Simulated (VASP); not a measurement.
Al: elastic constants with PBE

The system is Al.

```
Al
1.0
     0.00000    2.02105    2.02105
     2.02105    0.00000    2.02105
     2.02105    2.02105    0.00000
Al
1
Direct
  0.00000 0.00000 0.00000
```

| Item | Value |
| --- | --- |
| Program | VASP 6.6.1 |
| Task | elastic constants |
| Functional | PBE |
| Potentials or basis | VASP PAW PBE potentials, release 64 (Al) |
| Cutoff | 600 eV |
| k mesh | 12 × 12 × 12 |
| Occupations | methfessel-paxton, width 0.4 eV |
| Spin | no spin polarisation |
| Dipole correction | no |
| Ions in elastic constants | relaxed |
| Further INCAR settings | ALGO = Normal; EDIFF = 1e-08; NBANDS = 8; IBRION = 6; POTIM = 0.015; NSW = 1; ISIF = 3 |

The elastic constants C11, C12, C44 are 114, 61, 46 GPa. The voigt bulk modulus is 78 GPa.

Elastic tensor in Voigt notation (GPa, in the Cartesian axes of the cell as first typed):
```
114  61  61   0   0   0
 61 114  61   0   0   0
 61  61 114   0   0   0
  0   0   0  46   0   0
  0   0   0   0  46   0
  0   0   0   0   0  46
```

Clamped-ion elastic tensor (GPa):
```
114  61  61   0   0   0
 61 114  61   0   0   0
 61  61 114   0   0   0
  0   0   0  46   0   0
  0   0   0   0  46   0
  0   0   0   0   0  46
```

It took 7.6 min on 1 thread of Intel Xeon 6975P-C, with other jobs on the host, peak memory 0.24 GiB.
